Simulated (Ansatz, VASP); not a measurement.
# Two plane-wave programs on TiC

The input INCAR:

```
PREC     = Accurate       # precision mode
ENCUT    = 520            # plane-wave cutoff, eV
EDIFF    = 1E-6           # SCF threshold, eV
ISMEAR   = 0              # smearing method
SIGMA    = 0.1            # smearing width, eV
LREAL    = F              # projectors in reciprocal space
LASPH    = T              # aspherical terms in the spheres
NELM     = 100            # most SCF steps
ALGO     = Normal         # electronic algorithm
ISIF     = 2              # what is computed and relaxed
LWAVE    = F              # write WAVECAR
LCHARG   = F              # write CHGCAR
GGA      = PS             # functional
NBANDS   = 15             # bands
```

KPOINTS

```
Automatic mesh
0
Gamma
  16 16 16
```

The input POSCAR:

```
TiC
1.0
    0.0000000000      2.1664107360      2.1664107360
    2.1664107360      0.0000000000      2.1664107360
    2.1664107360      2.1664107360      0.0000000000
Ti C
1 1
Direct
    0.0000000000      0.0000000000      0.0000000000
    0.5000000000      0.5000000000      0.5000000000
```

Input for Ansatz:

```yaml
crystal:
  lattice:
    - [0.0, 2.166410736, 2.166410736]
    - [2.166410736, 0.0, 2.166410736]
    - [2.166410736, 2.166410736, 0.0]
  atoms:
    - { symbol: Ti, position: [0.0, 0.0, 0.0] }
    - { symbol: C, position: [0.5, 0.5, 0.5] }
basis:
  ecutwfc: 420
kpoints:
  mp_grid: { grid: [16, 16, 16] }
  band_path:
    path:
      - [[0.0, 0.0, 0.0], [0.5, 0.0, 0.5], [0.625, 0.25, 0.625]]
      - [[0.375, 0.375, 0.75], [0.0, 0.0, 0.0], [0.5, 0.5, 0.5], [0.5, 0.25, 0.75], [0.5, 0.0, 0.5]]
    npoints: 14
hamiltonian:
  xc: pbesol
scf:
  occupations: { method: gaussian, width: 0.1 }
  n_extra_bands: 6
output:
  forces: true
  stress: true
  eigenvalues: true
  populations: true
  dos: { projected: true, de: 0.02, nscf_kmesh: { grid: [24, 24, 24] } }
  bader: true
```

Alike in both runs: task single point; functional PBEsol; k mesh 16 × 16 × 16; occupations gaussian, width 0.1 eV; no spin polarisation.

|  | VASP | Ansatz |
| --- | --- | --- |
| version | VASP 6.6.1 | Ansatz 0.2.0 |
| potentials or method | VASP PAW PBE potentials, release 64 (Ti_sv, C), cutoff 520 eV | scalar-relativistic, plane waves, PAW |
| valence electrons in the cell | 16 | 16 |

|  | VASP | Ansatz | Ansatz less VASP |
| --- | --- | --- | --- |
| gap on the k mesh at the Fermi level (eV) | none | none | - |
| pressure (GPa) | -6.7 | -7.0 | -0.25 |

VASP's potentials were made for PBE, not for PBEsol. A gap of «none» marks a metal or a gap that the smearing closes.
